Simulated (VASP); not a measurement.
Input of a VASP 6.6.1 run:

The input INCAR:

```
SYSTEM = InAu
PREC     = Accurate       ! precision mode
ENCUT    = 520            ! plane-wave cutoff, eV
EDIFF    = 1E-6           ! SCF threshold, eV
ISMEAR   = 0              ! smearing method
SIGMA    = 0.1            ! smearing width, eV
LREAL    = .FALSE.        ! projectors in reciprocal space
LASPH    = .TRUE.         ! aspherical terms in the spheres
NELM     = 60             ! most SCF steps
ALGO     = Normal         ! electronic algorithm
ISIF     = 2              ! what is computed and relaxed
LWAVE    = .FALSE.        ! write WAVECAR
LCHARG   = .TRUE.         ! write CHGCAR
GGA      = PE             ! functional
LELF     = .TRUE.         ! ELF
LVHAR    = .TRUE.       
NBANDS   = 32             ! bands
```

Contents of KPOINTS:

```
Automatic mesh
0
G
  4 4 4
  0 0 0
```

The input POSCAR:

```
InAu
1.0
    4.2068214800      0.0000000000      0.0000000000
    0.0000000000      4.2068214800      0.0000000000
    0.0000000000      0.0000000000      5.6481402600
In Au
2 2
Direct
    0.0000000000      0.0000000000      0.2936102900
    0.0000000000      0.0000000000      0.7063897100
    0.0000000000      0.5000000000      0.0000000000
    0.5000000000      0.0000000000      0.0000000000
```

Potentials or basis: VASP PAW PBE potentials, release 64 (In_d, Au).

Run with:

```bash
$ cat potpaw_PBE.64/In_d/POTCAR potpaw_PBE.64/Au/POTCAR > POTCAR
$ mpirun -np 1 vasp_std > vasp.out
```

What does it give for the band gap on the k mesh?

Zero (bands 24 and 25 overlap by 2.17 eV).

What does it give for the largest force?

3.360 eV/Å.

Estimate the pressure.

16.3 GPa.

Forces on the atoms (eV/Å):
```
In   0.000  0.000 -3.360
In   0.000  0.000  3.360
Au   0.000  0.000  0.000
Au   0.000  0.000  0.000
```

Caveat: the k points lie up to 0.37 Å⁻¹ apart, too coarse for converged energies and pressures of a metal; spin-orbit coupling is left out, which moves the levels of the heavy elements; forces of over 1 eV/Å act on the atoms, so gaps and moduli don't describe the material at rest.
